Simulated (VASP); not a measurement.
# C (Fd-3m) in VASP: single point with r2SCANh

Aim: the single point of C with r2SCANh.

All numbers are computed with VASP 6.6.1; they aren't measurements. Logs are shortened: lines on timing, memory, paths and dates and some standing lists are left out, and cuts for length are marked.

## Step 1: The cell of the first run

It takes space group Fd-3m (No. 227, cubic). The conventional cell has a = 3.572 Å, b = 3.572 Å, c = 3.572 Å, α = 90.00°, β = 90.00°, γ = 90.00°. Within 2.1 Å of C (site symmetry -43m) lie 4 C at 1.55 Å.

## Step 2: Single point, r2SCANh

POSCAR

```
C
1.0
    0.0000000000      1.7857700261      1.7857700261
    1.7857700261      0.0000000000      1.7857700261
    1.7857700261      1.7857700261      0.0000000000
C
2
Direct
    0.0000000000      0.0000000000      0.0000000000
    0.2500000000      0.2500000000      0.2500000000
```

INCAR.step1

```
PREC = Accurate ; ENCUT = 520
EDIFF = 1E-5 ; ISMEAR = -1
SIGMA = 0.01 ; LREAL = False
LASPH = True ; NELM = 60
ALGO = Normal ; ISIF = 2
LWAVE = True ; LCHARG = False
NBANDS = 11 ; GGA = PE
```

INCAR.step2

```
PREC = Accurate ; ENCUT = 520
EDIFF = 1E-6 ; ISMEAR = -1
SIGMA = 0.01 ; LREAL = False
LASPH = True ; NELM = 60
ALGO = Normal ; ISIF = 2
LWAVE = False ; LCHARG = False
METAGGA = R2SCAN ; LHFCALC = True
AEXX = 0.1 ; LMIXTAU = True
PRECFOCK = Normal ; NBANDS = 11
ISTART = 1
```

KPOINTS

```
Automatic mesh
0
Gamma
  9 9 9
```

Potentials or basis: VASP PAW PBE potentials, release 64 (C).

Command:

```bash
> cat potpaw_PBE.64/C/POTCAR > POTCAR
> cp INCAR.step1 INCAR
> mpirun -np 1 vasp_std > vasp.out
> cp INCAR.step2 INCAR
> mpirun -np 1 vasp_std > vasp.out
```

OUTCAR:

```text
PREC = Accurate
   ENCUT = 520
   EDIFF = 1E-6
   ISMEAR = -1
   LREAL = False
   LASPH = True
   NELM = 60
   ISIF = 2
   METAGGA = R2SCAN
   LHFCALC = True
   AEXX = 0.1
   PRECFOCK = Normal
   ISTART = 1

 ion  position               nearest neighbor table
   1  0.000  0.000  0.000-   2 1.55   2 1.55   2 1.55   2 1.55
   2  0.250  0.250  0.250-   1 1.55   1 1.55   1 1.55   1 1.55

  LATTYP: Found a face centered cubic cell.
 ALAT       =     3.5715400522

  Lattice vectors:

 A1 = (   0.0000000000,   1.7857700261,   1.7857700261)
 A2 = (   1.7857700261,   0.0000000000,   1.7857700261)
 A3 = (   1.7857700261,   1.7857700261,   0.0000000000)

Analysis of symmetry for initial positions (statically):
=====================================================================
 Subroutine PRICEL returns:
 Original cell was already a primitive cell.

 Routine SETGRP: Setting up the symmetry group for a
 face centered cubic supercell.

 Subroutine GETGRP returns: Found 48 space group operations
 (whereof 24 operations were pure point group operations)
 out of a pool of 48 trial point group operations.

The static configuration has the point symmetry T_d .
 The point group associated with its full space group is O_h .

Analysis of symmetry for dynamics (positions and initial velocities):
=====================================================================
 Subroutine PRICEL returns:
 Original cell was already a primitive cell.

 Routine SETGRP: Setting up the symmetry group for a
 face centered cubic supercell.

 Subroutine GETGRP returns: Found 48 space group operations
 (whereof 24 operations were pure point group operations)
 out of a pool of 48 trial point group operations.

The dynamic configuration has the point symmetry T_d .
 The point group associated with its full space group is O_h .

 Subroutine INISYM returns: Found 48 space group operations
 (whereof 24 operations are pure point group operations),
 and found     1 'primitive' translations

----------------------------------------------------------------------------------------

                                     Primitive cell

  volume of cell :      11.3896

  direct lattice vectors                    reciprocal lattice vectors
     0.000000000  1.785770026  1.785770026    -0.279991260  0.279991260  0.279991260
     1.785770026  0.000000000  1.785770026     0.279991260 -0.279991260  0.279991260
     1.785770026  1.785770026  0.000000000     0.279991260  0.279991260 -0.279991260

  length of vectors
     2.525460190  2.525460190  2.525460190     0.484959088  0.484959088  0.484959088

  position of ions in fractional coordinates (direct lattice)
     0.000000000  0.000000000  0.000000000
     0.250000000  0.250000000  0.250000000

  ion indices of the primitive-cell ions
   primitive index   ion index
                 1           1
                 2           2

----------------------------------------------------------------------------------------

 KPOINTS: Automatic mesh

Automatic generation of k-mesh.
 Grid dimensions read from file:
 generate k-points for:    9    9    9

 Generating k-lattice:

  Cartesian coordinates                     Fractional coordinates (reciprocal lattice)
    -0.031110140  0.031110140  0.031110140     0.111111111  0.000000000  0.000000000
     0.031110140 -0.031110140  0.031110140     0.000000000  0.111111111  0.000000000
     0.031110140  0.031110140 -0.031110140     0.000000000  0.000000000  0.111111111

  Length of vectors
     0.053884343  0.053884343  0.053884343

  Shift w.r.t. Gamma in fractional coordinates (k-lattice)
     0.000000000  0.000000000  0.000000000

 Subroutine IBZKPT returns following result:
 ===========================================

 Found     35 irreducible k-points:

 Following reciprocal coordinates:
            Coordinates               Weight
  0.000000  0.000000  0.000000      1.000000
  0.111111  0.000000  0.000000      8.000000
  0.222222  0.000000  0.000000      8.000000
  0.333333  0.000000  0.000000      8.000000
  0.444444  0.000000  0.000000      8.000000
  0.111111  0.111111  0.000000      6.000000
[... 16 lines left out ...]
 -0.333333  0.333333  0.000000     12.000000
  0.444444  0.444444  0.000000      6.000000
 [... further k-points ...]
   k-points           NKPTS =     35   k-points in BZ     NKDIM =    729   number of bands    NBANDS=     11
   number of dos      NEDOS =    301   number of ions     NIONS =      2
   total plane-waves  NPLWV =   8000
   dimension x,y,z NGX =    20 NGY =   20 NGZ =   20
   dimension x,y,z NGXF=    40 NGYF=   40 NGZF=   40
   ions per type =               2
   NGX,Y,Z   is equivalent  to a cutoff of  13.17, 13.17, 13.17 a.u.
   NGXF,Y,Z  is equivalent  to a cutoff of  26.33, 26.33, 26.33 a.u.
 SYSTEM =  unknown system
   PREC   = accura    normal or accurate (medium, high low for compatibility)
   ISTART =      1    job   : 0-new  1-cont  2-samecut
   ICHARG =      0    charge: 1-file 2-atom 10-const
   ISPIN  =      1    spin polarized calculation?
   LNONCOLLINEAR =      F non collinear calculations
   LSORBIT =      F    spin-orbit coupling
   LASPH  =      T    aspherical Exc in radial PAW
   ENCUT  =  520.0 eV  38.22 Ry    6.18 a.u.   4.70  4.70  4.70*2*pi/ulx,y,z
   NELM   =     60;   NELMIN=  2; NELMDL=  0     # of ELM steps
   EDIFF  = 0.1E-05   stopping-criterion for ELM
   LREAL  =      F    real-space projection
   EDIFFG = 0.1E-04   stopping-criterion for IOM
   NSW    =      0    number of steps for IOM
   IBRION =     -1    ionic relax: 0-MD 1-quasi-New 2-CG
   NFREE  =      0    steps in history (QN), initial steepest desc. (CG)
   ISIF   =      2    stress and relaxation
   ISYM   =      3    0-nonsym 1-usesym 2-fastsym
   POTIM  = 0.5000    time-step for ionic-motion
   TEBEG  =    0.0;   TEEND  =   0.0 temperature during run
   PSTRESS=    0.0 pullay stress
   NELECT =       8.0000    total number of electrons
   NUPDOWN=      -1.0000    fix difference up-down
   EMIN   =  10.00;   EMAX   =-10.00  energy-range for DOS
   EFERMI =   0.00;   METHOD = LEGACY
   ISMEAR =    -1;   SIGMA  =   0.01  broadening in eV -4-tet -1-fermi 0-gaus
   EFERMI_NEDOS =   21; number of points for ismear=-14 and -15
   IALGO  =     38    algorithm
   IMIX   =      1    mixing-type and parameters
     AMIX     =   0.40;   BMIX     =  1.00
     AMIX_MAG =   1.60;   BMIX_MAG =  1.00
  volume/ion in A,a.u.               =       5.69        38.43
  Fermi-wavevector in a.u.,A,eV,Ry     =   1.455244  2.750013 28.813555  2.117737
  Thomas-Fermi vector in A             =   2.572302
   LORBIT       =      0    0 simple, 1 ext, 2 COOP (PROOUT), +10 PAW based schemes
   METAGGA = R2SCAN    functional components
   LHFCALC =     T    Hartree Fock is set to
   PRECFOCK=normal    Normal, Fast or Accurate (Low or Medium for compatibility)
   ENCUT4O =  -1.0   cutoff for four orbital integrals eV
   NKREDX  =     1    reduce k-point grid by
   NKREDY  =     1    reduce k-point grid by
   NKREDZ  =     1    reduce k-point grid by
   AEXX    =    0.1000 exact exchange contribution
   HFSCREEN=    0.0000 screening length (either q_TF or 0.3 A-1)
   HFSCREENC=   0.0000 screening length for correlation (either q_TF or 0.3 A-1)
   ENCUTFOCK=  -1.0 apply spherical cutoff to Coloumb kernel
   IVDW    =     0    specifies the selected vdW correction
   LEPSILON=     F    determine dielectric tensor
   LRPA    =     F    only Hartree local field effects (RPA)
 non-spin polarized calculation
  energy-cutoff  :      520.00
  volume of cell :       11.39
 maximum number of plane-waves:       331
  NGX = 16; NGY = 16; NGZ = 16

 number of electron       7.9999999 magnetization

 Free energy of the ion-electron system (eV)
  ---------------------------------------------------
  ext. energy  EPLUGINS =         0.00000000
  ---------------------------------------------------
  free energy    TOTEN  =       -21.05706687 eV

  energy without entropy =      -21.05706687  energy(sigma->0) =      -21.05706687

 E-fermi :   9.6101     XC(G=0): -12.9437

 val. band max:        9.2816159629   @ k =   0.0000   0.0000   0.0000
 cond. band min:      14.3300956987   @ k =   0.3333   0.3333   0.0000
 fundamental gap:      5.0484797358
 Fermi energy:         9.6100606062

 k-point     1 :       0.0000    0.0000    0.0000
  band No.  band energies     occupation
      1     -14.0337      2.00000
      2       9.2816      2.00000
      3       9.2816      2.00000
      4       9.2816      2.00000
      5      15.8834      0.00000
      6      15.8834      0.00000
      7      15.8834      0.00000
      8      23.9735      0.00000
      9      30.3872      0.00000
     10      37.4967      0.00000
     11      37.4967      0.00000

 k-point     2 :       0.1111    0.0000    0.0000
  band No.  band energies     occupation
      1     -13.6688      2.00000
      2       7.0969      2.00000
      3       8.7002      2.00000
      4       8.7002      2.00000
      5      16.6507      0.00000
      6      16.6507      0.00000
      7      17.0570      0.00000
      8      24.3438      0.00000
      9      30.9839      0.00000
     10      34.7402      0.00000
     11      34.7402      0.00000

 k-point     3 :       0.2222    0.0000    0.0000
  band No.  band energies     occupation
      1     -12.5833      2.00000
      2       3.1138      2.00000
      3       7.6278      2.00000
      4       7.6278      2.00000
      5      18.0054      0.00000
      6      18.0054      0.00000
      7      18.3419      0.00000
      8      25.3302      0.00000
      9      31.8470      0.00000
     10      33.3411      0.00000
     11      33.3411      0.00000
[... 267 lines left out ...]
 k-point    23 :      -0.3333    0.3333    0.0000
  band No.  band energies     occupation
      1      -6.1497      2.00000
      2      -2.7189      2.00000
      3      -0.7975      2.00000
      4       4.1864      2.00000
      5      16.6811      0.00000
      6      23.8805      0.00000
      7      24.4820      0.00000
      8      26.0590      0.00000
      9      27.9521      0.00000
     10      34.7739      0.00000
     11      36.5580      0.00000

 k-point    24 :       0.4444    0.4444    0.0000
  band No.  band energies     occupation
      1      -6.5522      2.00000
      2      -2.7461      2.00000
      3       2.5706      2.00000
      4       2.5706      2.00000
      5      14.5307      0.00000
      6      15.7108      0.00000
      7      27.7660      0.00000
      8      27.7660      0.00000
      9      34.2643      0.00000
     10      35.1418      0.00000
     11      44.3858      0.00000

 [... further k-points ...]

------------------------ aborting loop because EDIFF is reached ----------------------------------------

  FORCE on cell =-STRESS in cart. coord.  units (eV):
  Direction    XX          YY          ZZ          XY          YZ          ZX
  --------------------------------------------------------------------------------------
  -------------------------------------------------------------------------------------
  Total       -0.4545830     -0.4545830     -0.4545830      0.0000000      0.0000000      0.0000000
  in kB      -63.9465542    -63.9465542    -63.9465542      0.0000000      0.0000000      0.0000000
  external PRESSURE =     -63.9465542 kB  Pullay stress =       0.0000000 kB

 VOLUME and BASIS-vectors are now :
 -----------------------------------------------------------------------------
  energy-cutoff  :      520.00
  volume of cell :       11.39
      direct lattice vectors                 reciprocal lattice vectors
     0.000000000  1.785770026  1.785770026    -0.279991260  0.279991260  0.279991260
     1.785770026  0.000000000  1.785770026     0.279991260 -0.279991260  0.279991260
     1.785770026  1.785770026  0.000000000     0.279991260  0.279991260 -0.279991260

 POSITION                                       TOTAL-FORCE (eV/Angst)
 -----------------------------------------------------------------------------------
      0.00000      0.00000      0.00000        -0.000000     -0.000000     -0.000000
      0.89289      0.89289      0.89289         0.000000      0.000000      0.000000
 -----------------------------------------------------------------------------------
    total drift:                                0.000000      0.000000      0.000000

  FREE ENERGIE OF THE ION-ELECTRON SYSTEM (eV)
  ---------------------------------------------------
  free  energy   TOTEN  =       -21.0570668705 eV

  energy  without entropy=      -21.0570668705  energy(sigma->0) =      -21.05706687
```

Wall time 17 min (1 thread of Intel Xeon Platinum 8259CL at 2.50GHz (Skylake/Cascade Lake), shared host); peak memory 0.14 GiB.

Results:

```
Free energy            : -21.0571 eV
Pressure               : -6.4 GPa
Band gap on the k mesh : 5.05 eV (least direct gap 6.60 eV)
```

Caveat: the cell stands under tension; the PAW data sets were made with another functional, which shifts forces and pressure a little; an odd mesh through Γ misses points on the zone boundary, where band edges can lie.
